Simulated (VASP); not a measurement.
# La2O3 (P-3m1) in VASP: dielectric tensor with PBEsol

Aim: the dielectric tensor of La2O3 with PBEsol.

Program: VASP 6.6.1. These are calculated values, not measurements. Logs are shortened: lines on timing, memory, paths and dates and some standing lists are left out, and cuts for length are marked.

### 1 The cell of the first run

It takes space group P-3m1 (No. 164, trigonal). Conventional cell: a = 3.931 Å, b = 3.931 Å, c = 6.112 Å, α = 90.00°, β = 90.00°, γ = 120.00°. Within 3.1 Å of La (site symmetry 3m) lie 7 O at 2.36 to 2.72 Å. Within 3.2 Å of O (site symmetry 3m) lie 4 La at 2.36 to 2.44 Å and 6 O at 2.89 to 3.14 Å. O (site symmetry -3m) has 6 La at 2.72 Å and 6 O at 3.14 Å within 3.6 Å.

### 2 Dielectric tensor, PBEsol

Input file INCAR:

```
PREC = Accurate ; ENCUT = 520
EDIFF = 1E-8 ; ISMEAR = 0
SIGMA = 0.01 ; LREAL = False
LASPH = True ; NELM = 100
ALGO = Normal ; ISIF = 2
LWAVE = False ; LCHARG = False
GGA = PS ; LEPSILON = True
```

Input file KPOINTS:

```
regular mesh
0
Gamma
  6 6 4
```

Input file POSCAR:

```
La2O3
1.0
    3.9307800000      0.0000000000      0.0000000000
   -1.9653900000      3.4041500000      0.0000000000
    0.0000000000      0.0000000000      6.1119500000
La O
2 3
Direct
    0.6666666667      0.3333333333      0.7537600000
    0.3333333333      0.6666666667      0.2462400000
    0.6666666667      0.3333333333      0.3541100000
    0.3333333333      0.6666666667      0.6458900000
    0.0000000000      0.0000000000      0.0000000000
```

Potentials or basis: VASP PAW PBE potentials, release 64 (La, O).

Command:

```bash
cat potpaw_PBE.64/La/POTCAR potpaw_PBE.64/O/POTCAR > POTCAR
mpirun -np 1 vasp_std > vasp.out
```

OUTCAR:

```text
PREC = Accurate
   ENCUT = 520
   EDIFF = 1E-8
   ISMEAR = 0
   LREAL = False
   LASPH = True
   NELM = 100
   ISIF = 2
   GGA = PS
   LEPSILON = True

 ion  position               nearest neighbor table
   1  0.667  0.333  0.754-   4 2.36   4 2.36   4 2.36   3 2.44   5 2.72   5 2.72   5 2.72
   2  0.333  0.667  0.246-   3 2.36   3 2.36   3 2.36   4 2.44   5 2.72   5 2.72   5 2.72
   3  0.667  0.333  0.354-   2 2.36   2 2.36   2 2.36   1 2.44
   4  0.333  0.667  0.646-   1 2.36   1 2.36   1 2.36   2 2.44
   5  0.000  0.000  0.000-   2 2.72   1 2.72   2 2.72   1 2.72   1 2.72   2 2.72

  LATTYP: Found a hexagonal cell.
 ALAT       =     3.9307800000
 C/A-ratio  =     1.5548949572

  Lattice vectors:

 A1 = (   3.9307800000,   0.0000000000,   0.0000000000)
 A2 = (  -1.9653900000,   3.4041500000,   0.0000000000)
 A3 = (   0.0000000000,   0.0000000000,   6.1119500000)

Analysis of symmetry for initial positions (statically):
=====================================================================
 Subroutine PRICEL returns:
 Original cell was already a primitive cell.

 Routine SETGRP: Setting up the symmetry group for a
 hexagonal supercell.

 Subroutine GETGRP returns: Found 12 space group operations
 (whereof 12 operations were pure point group operations)
 out of a pool of 24 trial point group operations.

The static configuration has the point symmetry D_3d.

Analysis of symmetry for dynamics (positions and initial velocities):
=====================================================================
 Subroutine PRICEL returns:
 Original cell was already a primitive cell.

 Routine SETGRP: Setting up the symmetry group for a
 hexagonal supercell.

 Subroutine GETGRP returns: Found 12 space group operations
 (whereof 12 operations were pure point group operations)
 out of a pool of 24 trial point group operations.

The dynamic configuration has the point symmetry D_3d.

 Subroutine INISYM returns: Found 12 space group operations
 (whereof 12 operations are pure point group operations),
 and found     1 'primitive' translations

----------------------------------------------------------------------------------------

                                     Primitive cell

  volume of cell :      81.7838

  direct lattice vectors                    reciprocal lattice vectors
[... 815 lines left out ...]
    total drift:                                0.000000      0.000000      0.000000

  FREE ENERGIE OF THE ION-ELECTRON SYSTEM (eV)
  ---------------------------------------------------
  free  energy   TOTEN  =       -43.6909983803 eV

  energy  without entropy=      -43.6909983803  energy(sigma->0) =      -43.69099838

 HEAD OF MICROSCOPIC STATIC DIELECTRIC TENSOR (INDEPENDENT PARTICLE, excluding Hartree and local field effects)
 ------------------------------------------------------
           5.075653     0.000000     0.000000
           0.000000     5.075637     0.000000
           0.000000     0.000000     4.994546
 ------------------------------------------------------

 Free energy of the ion-electron system (eV)
  ---------------------------------------------------
  ---------------------------------------------------
  free energy    TOTEN  =        -0.93385543 eV

  energy without entropy =       -0.93385543

------------------------ aborting loop because EDIFF is reached ----------------------------------------

--------------------------------------- Ionic step        2  -------------------------------------------

------------------------ aborting loop because EDIFF is reached ----------------------------------------

--------------------------------------- Ionic step        3  -------------------------------------------

 Free energy of the ion-electron system (eV)
  ---------------------------------------------------
  ---------------------------------------------------
  free energy    TOTEN  =        -0.91201826 eV

  energy without entropy =       -0.91201826

------------------------ aborting loop because EDIFF is reached ----------------------------------------

 PIEZOELECTRIC TENSOR FIELD DIRECTION 3  (e Angst)
 -----------------------------------------------------------------------------
     0.00241  0.00000  0.00000           (  0.00002  0.00000  0.00000)
     0.00000  0.00241  0.00000           (  0.00000  0.00002  0.00000)
     0.00000 -0.00000 -0.00665           (  0.00000 -0.00000 -0.00013)

 PIEZOELECTRIC TENSOR FIELD DIRECTION 3  (C/m^2)
 -----------------------------------------------------------------------------
     0.00047  0.00000  0.00000
     0.00000  0.00047  0.00000
     0.00000 -0.00000 -0.00130

 MACROSCOPIC STATIC DIELECTRIC TENSOR (including local field effects in DFT)
 ------------------------------------------------------
           4.871803    -0.000000     0.000000
           0.000000     4.871788     0.000000
           0.000000     0.000000     4.782725
 ------------------------------------------------------

 PIEZOELECTRIC TENSOR (including local field effects)  for field in x, y, z        (e  Angst)
          XX          YY          ZZ          XY          YZ          ZX
  --------------------------------------------------------------------------------
  x     0.00000     0.00000     0.00000     0.00000     0.00000     0.00000
  y     0.00000     0.00000     0.00000     0.00000     0.00000     0.00000
  z     0.00000     0.00000     0.00000     0.00000     0.00000     0.00000

 PIEZOELECTRIC TENSOR (including local field effects)  for field in x, y, z        (C/m^2)
          XX          YY          ZZ          XY          YZ          ZX
  --------------------------------------------------------------------------------
  x     0.00000     0.00000     0.00000     0.00000     0.00000     0.00000
  y     0.00000     0.00000     0.00000     0.00000     0.00000     0.00000
  z     0.00000     0.00000     0.00000     0.00000     0.00000     0.00000

 BORN EFFECTIVE CHARGES (including local field effects) (in |e|, cummulative output)
 ---------------------------------------------------------------------------------
 ion    1
    1     4.19988     0.00000    -0.00000
    2     0.00000     4.19987    -0.00000
    3     0.00000    -0.00000     3.82519
 ion    2
    1     4.19988     0.00000    -0.00000
    2     0.00000     4.19987    -0.00000
    3    -0.00000     0.00000     3.82519
 ion    3
    1    -2.84888     0.00000     0.00000
    2     0.00000    -2.84887     0.00000
    3     0.00000     0.00000    -2.53807
 ion    4
    1    -2.84888     0.00000     0.00000
    2     0.00000    -2.84887     0.00000
    3     0.00000     0.00000    -2.53807
 ion    5
    1    -2.70200     0.00000     0.00000
    2     0.00000    -2.70199    -0.00000
    3     0.00000     0.00000    -2.57425
```

OSZICAR:

```text
N       E                     dE             d eps       ncg     rms          rms(c)
DAV:   1     0.473696035519E+03    0.47370E+03   -0.15762E+04  1160   0.259E+03
[... 13 lines left out ...]
RMM:  33    -0.912017311263E+00   -0.15330E-05    0.25960E-07  2759   0.156E-03    0.198E-05
RMM:  34    -0.912018059085E+00   -0.74782E-06   -0.17227E-07  2498   0.150E-03    0.340E-05
RMM:  35    -0.912018089546E+00   -0.30460E-07   -0.69858E-07  2027   0.145E-03    0.282E-05
RMM:  36    -0.912017947717E+00    0.14183E-06   -0.44344E-07  1984   0.142E-03    0.217E-05
RMM:  37    -0.912017996002E+00   -0.48285E-07   -0.69910E-07  1874   0.140E-03    0.207E-05
RMM:  38    -0.912018269645E+00   -0.27364E-06   -0.34467E-07  2065   0.139E-03    0.232E-05
RMM:  39    -0.912018255727E+00    0.13919E-07   -0.55308E-07  1860   0.138E-03    0.202E-05
```

stdout:

```text
POSCAR found type information on POSCAR LaO
 POSCAR found :  2 types and       5 ions
 scaLAPACK will be used
 -----------------------------------------------------------------------------
|                                                                             |
|                                                                             |
|     You enforced a specific xc type in the INCAR file but a different       |
[... 36 lines left out ...]
  Direction:   1
 dielectric tensor                  component  1 :     4.872    -0.015     0.044
 Linear response to external field, progress :
  Direction:   2
 dielectric tensor                  component  2 :    -0.015     4.872     0.000
 Linear response to external field, progress :
  Direction:   3
 dielectric tensor                  component  3 :     0.100    -0.026     4.783
 Born effective charges drift removed
```

Run time: 40 min. Hardware: 1 thread of Intel Xeon Platinum 8259CL at 2.50GHz (Skylake/Cascade Lake), shared host; peak memory 0.43 GiB.

What came out:

| Quantity | Value |
| --- | --- |
| Band gap on the k mesh | 3.78 eV (least direct gap 3.88 eV) |
| Electronic dielectric tensor (diagonal) | 4.87, 4.87, 4.78 |
| Born charges (mean of the diagonal) | La +4.07; O -2.75, -2.66 (each value once) e |

Levels at points of the mesh, in eV from the valence-band top:
```csv
k point,band 17,band 18,band 19,band 20,band 21,band 22,band 23,band 24
"(0.00, 0.00, 0.00)",-1.69,-0.39,-0.39,-0.12,4.24,4.57,4.57,5.09
"(0.50, 0.00, 0.00)",-0.73,-0.65,-0.42,-0.30,3.80,4.73,5.24,5.25
"(0.00, 0.00, 0.50)",-1.02,-0.81,-0.29,-0.29,4.71,4.74,4.74,4.98
"(0.50, 0.00, 0.50)",-0.96,-0.73,-0.37,0.00,4.40,4.60,5.12,5.28
```

Electronic dielectric tensor:
```
4.87 0.00 0.00
0.00 4.87 0.00
0.00 0.00 4.78
```

Born effective charge tensors (e):
atom 1, La
```
4.20 0.00 0.00
0.00 4.20 0.00
0.00 0.00 3.83
```
atom 2, La
```
4.20 0.00 0.00
0.00 4.20 0.00
0.00 0.00 3.83
```
atom 3, O
```
-2.85  0.00  0.00
 0.00 -2.85  0.00
 0.00  0.00 -2.54
```
atom 4, O
```
-2.85  0.00  0.00
 0.00 -2.85  0.00
 0.00  0.00 -2.54
```
atom 5, O
```
-2.70  0.00  0.00
 0.00 -2.70  0.00
 0.00  0.00 -2.57
```

Caveat: spin-orbit coupling is left out, which moves the levels of the heavy elements.
